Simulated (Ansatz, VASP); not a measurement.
# One calculation of Al3Ag5, two programs

File INCAR:

```
PREC = Accurate
ENCUT = 600
EDIFF = 1E-6
ISMEAR = 0
SIGMA = 0.1
LREAL = False
LASPH = True
NELM = 80
ALGO = Fast
ISIF = 3
LWAVE = False
LCHARG = False
GGA = PE
IBRION = 2
NSW = 90
EDIFFG = -0.04
```

The input KPOINTS:

```
Automatic mesh
0
Gamma
  6 6 4
```

The input POSCAR:

```
Al3Ag5
1.0
    5.3872293419      0.0000000000      0.0000000000
   -2.6936146709      4.6654774661      0.0000000000
    0.0000000000      0.0000000000      7.1798174488
Al Ag
3 5
Direct
    0.5000000000      0.0000000000      0.0000000000
    0.0000000000      0.5000000000      0.0000000000
    0.5000000000      0.5000000000      0.0000000000
    0.3333333333      0.6666666667      0.3099365658
    0.6666666667      0.3333333333      0.3099365658
    0.6666666667      0.3333333333      0.6900634342
    0.3333333333      0.6666666667      0.6900634342
    0.0000000000      0.0000000000      0.0000000000
```

Input for Ansatz:

```yaml
crystal:
  lattice:
    - [5.3872293419, 0.0, 0.0]
    - [-2.6936146709, 4.6654774661, 0.0]
    - [0.0, 0.0, 7.1798174488]
  atoms:
    - { symbol: Al, position: [0.5, 0.0, 0.0] }
    - { symbol: Al, position: [0.0, 0.5, 0.0] }
    - { symbol: Al, position: [0.5, 0.5, 0.0] }
    - { symbol: Ag, position: [0.3333333333, 0.6666666667, 0.3099365658] }
    - { symbol: Ag, position: [0.6666666667, 0.3333333333, 0.3099365658] }
    - { symbol: Ag, position: [0.6666666667, 0.3333333333, 0.6900634342] }
    - { symbol: Ag, position: [0.3333333333, 0.6666666667, 0.6900634342] }
    - { symbol: Ag, position: [0.0, 0.0, 0.0] }
basis:
  ecutwfc: 420
kpoints:
  mp_grid: { grid: [6, 6, 4] }
hamiltonian:
  xc: pbe
scf:
  occupations: { method: gaussian, width: 0.1 }
  lower_state_search: "off"
output:
  forces: true
  stress: true
  eigenvalues: true
relax:
  adjacent_minimum: "off"
  f_tol: 0.04
  max_steps: 70
  cell: { stress_tol: 0.4 }
```

Alike in both runs: task relaxation of cell and atoms; functional PBE; k mesh 6 × 6 × 4; occupations gaussian, width 0.1 eV; no spin polarisation.

|  | VASP | Ansatz |
| --- | --- | --- |
| version | VASP 6.6.1 | Ansatz 0.2.0 |
| potentials or method | VASP PAW PBE potentials, release 64 (Al, Ag), cutoff 600 eV | scalar-relativistic, plane waves, PAW |
| valence electrons in the cell | 64 | 104 |

VASP gave:

| Item | Value |
| --- | --- |
| gap on the k mesh at the Fermi level, each at its own relaxed structure (eV) | none |
| relaxed volume (Å³/atom) | 22.38 |
| relaxed length of the cell vector where the two differ most in proportion (Å) | 7.221 |

Question: Which values does Ansatz return?

Answer: gap on the k mesh at the Fermi level, each at its own relaxed structure (eV): none; relaxed volume (Å³/atom): 22.40; relaxed length of the cell vector where the two differ most in proportion (Å): 7.237.

A gap of «none» marks a metal or a gap that the smearing closes. VASP's potentials hold 64 valence electrons a cell and Ansatz's 104, so a difference there can come from the potentials and not from the codes.
